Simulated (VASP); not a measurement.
# SnTe (Fm-3m) in VASP: single point with HSE06

Aim: the single point of SnTe with HSE06.

Program: VASP 6.6.1. These are calculated values, not measurements. Logs are shortened: lines on timing, memory, paths and dates and some standing lists are left out, and cuts for length are marked.

**1. The cell of the first run**

Symmetry: Fm-3m, No. 225, cubic system. The conventional cell has a = 6.379 Å, b = 6.379 Å, c = 6.379 Å, α = 90.00°, β = 90.00°, γ = 90.00°. Sn (site symmetry m-3m) has 6 Te at 3.19 Å within 4.2 Å. Within 4.2 Å of Te (site symmetry m-3m) lie 6 Sn at 3.19 Å.

**2. Single point, HSE06**

POSCAR reads:

```
SnTe
1.0
    0.0000000000      3.1893301349      3.1893301349
    3.1893301349      0.0000000000      3.1893301349
    3.1893301349      3.1893301349      0.0000000000
Sn Te
1 1
Direct
    0.0000000000      0.0000000000      0.0000000000
    0.5000000000      0.5000000000      0.5000000000
```

INCAR.step1 reads:

```
SYSTEM = SnTe
PREC     = Accurate       ! precision mode
ENCUT    = 520            ! plane-wave cutoff, eV
EDIFF    = 1E-5           ! SCF threshold, eV
ISMEAR   = -1             ! smearing method
SIGMA    = 0.02           ! smearing width, eV
LREAL    = .False.        ! projectors in reciprocal space
LASPH    = .True.         ! aspherical terms in the spheres
NELM     = 80             ! most SCF steps
ALGO     = Normal         ! electronic algorithm
ISIF     = 2              ! what is computed and relaxed
LWAVE    = .True.         ! write WAVECAR
LCHARG   = .False.        ! write CHGCAR
NBANDS   = 17             ! bands
GGA      = PE             ! functional
```

INCAR.step2 reads:

```
SYSTEM = SnTe
PREC     = Accurate       ! precision mode
ENCUT    = 520            ! plane-wave cutoff, eV
EDIFF    = 1E-6           ! SCF threshold, eV
ISMEAR   = -1             ! smearing method
SIGMA    = 0.02           ! smearing width, eV
LREAL    = .False.        ! projectors in reciprocal space
LASPH    = .True.         ! aspherical terms in the spheres
NELM     = 80             ! most SCF steps
ALGO     = Normal         ! electronic algorithm
ISIF     = 2              ! what is computed and relaxed
LWAVE    = .False.        ! write WAVECAR
LCHARG   = .False.        ! write CHGCAR
GGA      = PE             ! functional
LHFCALC  = .True.         ! exact exchange
HFSCREEN = 0.2079         ! screening, 1/A
PRECFOCK = Normal       
NBANDS   = 17             ! bands
ISTART   = 1
```

KPOINTS reads:

```
regular mesh
0
Gamma
  6 6 6
  0 0 0
```

Potentials or basis: VASP PAW PBE potentials, release 64 (Sn_d, Te).

On the command line:

```
$ cat potpaw_PBE.64/Sn_d/POTCAR potpaw_PBE.64/Te/POTCAR > POTCAR
$ cp INCAR.step1 INCAR
$ mpirun -np 1 vasp_std > vasp.out
$ cp INCAR.step2 INCAR
$ mpirun -np 1 vasp_std > vasp.out
```

OUTCAR:

```text
SYSTEM = SnTe
   PREC = Accurate
   ENCUT = 520
   EDIFF = 1E-6
   ISMEAR = -1
   LREAL = .False.
   LASPH = .True.
   NELM = 80
   ISIF = 2
   GGA = PE
   LHFCALC = .True.
   HFSCREEN = 0.2079
   PRECFOCK = Normal
   ISTART = 1

 ion  position               nearest neighbor table
   1  0.000  0.000  0.000-   2 3.19   2 3.19   2 3.19   2 3.19   2 3.19   2 3.19
   2  0.500  0.500  0.500-   1 3.19   1 3.19   1 3.19   1 3.19   1 3.19   1 3.19

  LATTYP: Found a face centered cubic cell.
 ALAT       =     6.3786602698

  Lattice vectors:

 A1 = (   0.0000000000,   3.1893301349,   3.1893301349)
 A2 = (   3.1893301349,   0.0000000000,   3.1893301349)
 A3 = (   3.1893301349,   3.1893301349,   0.0000000000)

Analysis of symmetry for initial positions (statically):
=====================================================================
 Subroutine PRICEL returns:
 Original cell was already a primitive cell.

 Routine SETGRP: Setting up the symmetry group for a
 face centered cubic supercell.

 Subroutine GETGRP returns: Found 48 space group operations
 (whereof 48 operations were pure point group operations)
 out of a pool of 48 trial point group operations.

The static configuration has the point symmetry O_h .

Analysis of symmetry for dynamics (positions and initial velocities):
=====================================================================
 Subroutine PRICEL returns:
 Original cell was already a primitive cell.

 Routine SETGRP: Setting up the symmetry group for a
 face centered cubic supercell.

 Subroutine GETGRP returns: Found 48 space group operations
 (whereof 48 operations were pure point group operations)
 out of a pool of 48 trial point group operations.

The dynamic configuration has the point symmetry O_h .

 Subroutine INISYM returns: Found 48 space group operations
 (whereof 48 operations are pure point group operations),
 and found     1 'primitive' translations

----------------------------------------------------------------------------------------

                                     Primitive cell

  volume of cell :      64.8826

  direct lattice vectors                    reciprocal lattice vectors
     0.000000000  3.189330135  3.189330135    -0.156772732  0.156772732  0.156772732
     3.189330135  0.000000000  3.189330135     0.156772732 -0.156772732  0.156772732
     3.189330135  3.189330135  0.000000000     0.156772732  0.156772732 -0.156772732

  length of vectors
     4.510393932  4.510393932  4.510393932     0.271538338  0.271538338  0.271538338

  position of ions in fractional coordinates (direct lattice)
     0.000000000  0.000000000  0.000000000
     0.500000000  0.500000000  0.500000000

  ion indices of the primitive-cell ions
   primitive index   ion index
                 1           1
                 2           2

----------------------------------------------------------------------------------------

 KPOINTS: regular mesh

Automatic generation of k-mesh.
 Grid dimensions read from file:
 generate k-points for:    6    6    6

 Generating k-lattice:

  Cartesian coordinates                     Fractional coordinates (reciprocal lattice)
    -0.026128789  0.026128789  0.026128789     0.166666667  0.000000000  0.000000000
     0.026128789 -0.026128789  0.026128789     0.000000000  0.166666667  0.000000000
     0.026128789  0.026128789 -0.026128789     0.000000000  0.000000000  0.166666667

  Length of vectors
     0.045256390  0.045256390  0.045256390

  Shift w.r.t. Gamma in fractional coordinates (k-lattice)
     0.000000000  0.000000000  0.000000000

 Subroutine IBZKPT returns following result:
 ===========================================

 Found     16 irreducible k-points:

 Following reciprocal coordinates:
            Coordinates               Weight
  0.000000  0.000000  0.000000      1.000000
  0.166667  0.000000  0.000000      8.000000
  0.333333  0.000000  0.000000      8.000000
  0.500000  0.000000  0.000000      4.000000
  0.166667  0.166667  0.000000      6.000000
  0.333333  0.166667  0.000000     24.000000
[... 8 lines left out ...]
 -0.333333  0.333333  0.166667     24.000000
 -0.333333  0.500000  0.166667     12.000000
   k-points           NKPTS =     16   k-points in BZ     NKDIM =    216   number of bands    NBANDS=     17
   number of dos      NEDOS =    301   number of ions     NIONS =      2
   total plane-waves  NPLWV =  46656
   dimension x,y,z NGX =    36 NGY =   36 NGZ =   36
   dimension x,y,z NGXF=    72 NGYF=   72 NGZF=   72
   ions per type =               1   1
   NGX,Y,Z   is equivalent  to a cutoff of  13.27, 13.27, 13.27 a.u.
   NGXF,Y,Z  is equivalent  to a cutoff of  26.54, 26.54, 26.54 a.u.
 SYSTEM =  SnTe
   PREC   = accura    normal or accurate (medium, high low for compatibility)
   ISTART =      1    job   : 0-new  1-cont  2-samecut
   ICHARG =      0    charge: 1-file 2-atom 10-const
   ISPIN  =      1    spin polarized calculation?
   LNONCOLLINEAR =      F non collinear calculations
   LSORBIT =      F    spin-orbit coupling
   LASPH  =      T    aspherical Exc in radial PAW
   ENCUT  =  520.0 eV  38.22 Ry    6.18 a.u.   8.39  8.39  8.39*2*pi/ulx,y,z
   NELM   =     80;   NELMIN=  2; NELMDL=  0     # of ELM steps
   EDIFF  = 0.1E-05   stopping-criterion for ELM
   LREAL  =      F    real-space projection
   EDIFFG = 0.1E-04   stopping-criterion for IOM
   NSW    =      0    number of steps for IOM
   IBRION =     -1    ionic relax: 0-MD 1-quasi-New 2-CG
   NFREE  =      0    steps in history (QN), initial steepest desc. (CG)
   ISIF   =      2    stress and relaxation
   ISYM   =      3    0-nonsym 1-usesym 2-fastsym
   POTIM  = 0.5000    time-step for ionic-motion
   TEBEG  =    0.0;   TEEND  =   0.0 temperature during run
   PSTRESS=    0.0 pullay stress
   NELECT =      20.0000    total number of electrons
   NUPDOWN=      -1.0000    fix difference up-down
   EMIN   =  10.00;   EMAX   =-10.00  energy-range for DOS
   EFERMI =   0.00;   METHOD = LEGACY
   ISMEAR =    -1;   SIGMA  =   0.02  broadening in eV -4-tet -1-fermi 0-gaus
   EFERMI_NEDOS =   21; number of points for ismear=-14 and -15
   IALGO  =     38    algorithm
   IMIX   =      1    mixing-type and parameters
     AMIX     =   0.40;   BMIX     =  1.00
     AMIX_MAG =   1.60;   BMIX_MAG =  1.00
  volume/ion in A,a.u.               =      32.44       218.92
  Fermi-wavevector in a.u.,A,eV,Ry     =   1.105882  2.089813 16.639577  1.222974
  Thomas-Fermi vector in A             =   2.242375
   LORBIT       =      0    0 simple, 1 ext, 2 COOP (PROOUT), +10 PAW based schemes
   GGA     = PE    functional components
   LHFCALC =     T    Hartree Fock is set to
   PRECFOCK=normal    Normal, Fast or Accurate (Low or Medium for compatibility)
   ENCUT4O =  -1.0   cutoff for four orbital integrals eV
   NKREDX  =     1    reduce k-point grid by
   NKREDY  =     1    reduce k-point grid by
   NKREDZ  =     1    reduce k-point grid by
   AEXX    =    0.2500 exact exchange contribution
   HFSCREEN=    0.2079 screening length (either q_TF or 0.3 A-1)
   HFSCREENC=   0.2079 screening length for correlation (either q_TF or 0.3 A-1)
   ENCUTFOCK=  -1.0 apply spherical cutoff to Coloumb kernel
   IVDW    =     0    specifies the selected vdW correction
   LEPSILON=     F    determine dielectric tensor
   LRPA    =     F    only Hartree local field effects (RPA)
 non-spin polarized calculation
  energy-cutoff  :      520.00
  volume of cell :       64.88
 maximum number of plane-waves:      1807
 NGX is ok and might be reduce to    36
  NGX = 28; NGY = 28; NGZ = 28

 number of electron      20.0000002 magnetization

 Free energy of the ion-electron system (eV)
  ---------------------------------------------------
  ext. energy  EPLUGINS =         0.00000000
  ---------------------------------------------------
  free energy    TOTEN  =        -9.03007753 eV

  energy without entropy =       -9.03002220  energy(sigma->0) =       -9.03004987

 E-fermi :   6.5130     XC(G=0):  -7.7913

 val. band max:        6.4112039281   @ k =   0.5000   0.0000   0.0000
 cond. band min:       6.6147319671   @ k =   0.5000   0.0000   0.0000
 fundamental gap:      0.2035280390
 Fermi energy:         6.5129679518

 k-point     1 :       0.0000    0.0000    0.0000
  band No.  band energies     occupation
      1     -17.8939      2.00000
      2     -17.8939      2.00000
      3     -17.8843      2.00000
      4     -17.8843      2.00000
      5     -17.8843      2.00000
      6      -7.5630      2.00000
[... 9 lines left out ...]
     16      11.6272      0.00000
     17      13.7342      0.00000

 k-point     2 :       0.1667    0.0000    0.0000
  band No.  band energies     occupation
      1     -17.8950      2.00000
      2     -17.8950      2.00000
      3     -17.8839      2.00000
      4     -17.8830      2.00000
      5     -17.8830      2.00000
      6      -7.3174      2.00000
[... 9 lines left out ...]
     16      12.2102      0.00000
     17      15.3864      0.00000

 k-point     3 :       0.3333    0.0000    0.0000
  band No.  band energies     occupation
      1     -17.8977      2.00000
      2     -17.8977      2.00000
      3     -17.8833      2.00000
      4     -17.8801      2.00000
      5     -17.8801      2.00000
      6      -6.6795      2.00000
[... 9 lines left out ...]
     16      13.7924      0.00000
     17      17.6424      0.00000

 k-point     4 :       0.5000    0.0000    0.0000
  band No.  band energies     occupation
      1     -17.8991      2.00000
      2     -17.8991      2.00000
      3     -17.8830      2.00000
      4     -17.8785      2.00000
      5     -17.8785      2.00000
      6      -6.2080      2.00000
[... 9 lines left out ...]
     16      15.8770      0.00000
     17      15.8770      0.00000
[... 183 lines left out ...]
      1     -17.9031      2.00000
      2     -17.8944      2.00000
      3     -17.8840      2.00000
      4     -17.8789      2.00000
      5     -17.8776      2.00000
      6      -6.2338      2.00000
[... 9 lines left out ...]
     16      15.3810      0.00000
     17      15.9803      0.00000

 k-point    15 :      -0.3333    0.3333    0.1667
  band No.  band energies     occupation
      1     -17.9033      2.00000
      2     -17.8957      2.00000
      3     -17.8816      2.00000
      4     -17.8808      2.00000
      5     -17.8763      2.00000
      6      -5.9143      2.00000
[... 9 lines left out ...]
     16      16.9242      0.00000
     17      17.0215      0.00000

 k-point    16 :      -0.3333    0.5000    0.1667
  band No.  band energies     occupation
      1     -17.9063      2.00000
      2     -17.8931      2.00000
      3     -17.8845      2.00000
      4     -17.8783      2.00000
      5     -17.8751      2.00000
      6      -5.8280      2.00000
[... 9 lines left out ...]
     16      16.9879      0.00000
     17      18.2963      0.00000

------------------------ aborting loop because EDIFF is reached ----------------------------------------

  FORCE on cell =-STRESS in cart. coord.  units (eV):
  Direction    XX          YY          ZZ          XY          YZ          ZX
  --------------------------------------------------------------------------------------
  -------------------------------------------------------------------------------------
  Total       -0.2075254     -0.2075254     -0.2075254     -0.0000000     -0.0000000      0.0000000
  in kB       -5.1245217     -5.1245217     -5.1245217     -0.0000000     -0.0000000      0.0000000
  external PRESSURE =      -5.1245217 kB  Pullay stress =       0.0000000 kB

 VOLUME and BASIS-vectors are now :
 -----------------------------------------------------------------------------
  energy-cutoff  :      520.00
  volume of cell :       64.88
      direct lattice vectors                 reciprocal lattice vectors
     0.000000000  3.189330135  3.189330135    -0.156772732  0.156772732  0.156772732
     3.189330135  0.000000000  3.189330135     0.156772732 -0.156772732  0.156772732
     3.189330135  3.189330135  0.000000000     0.156772732  0.156772732 -0.156772732

 POSITION                                       TOTAL-FORCE (eV/Angst)
 -----------------------------------------------------------------------------------
      0.00000      0.00000      0.00000        -0.000000      0.000000      0.000000
      3.18933      3.18933      3.18933         0.000000     -0.000000     -0.000000
 -----------------------------------------------------------------------------------
    total drift:                               -0.000002     -0.000003     -0.000003

  FREE ENERGIE OF THE ION-ELECTRON SYSTEM (eV)
  ---------------------------------------------------
  free  energy   TOTEN  =        -9.0300775302 eV

  energy  without entropy=       -9.0300222008  energy(sigma->0) =       -9.03004987
```

Run time: 2.2 h. Hardware: 1 thread of Oxide Virtual Turin-like, shared host; peak memory 0.31 GiB.

Results:

```yaml
Free_energy: -9.0301 eV
Pressure: -0.5 GPa
Band_gap_on_the_k_mesh: 0.20 eV
```

Caveat: the PAW data sets were made with another functional, which shifts forces and pressure a little; spin-orbit coupling is left out, which moves the levels of the heavy elements. A k mesh can miss the band edges.
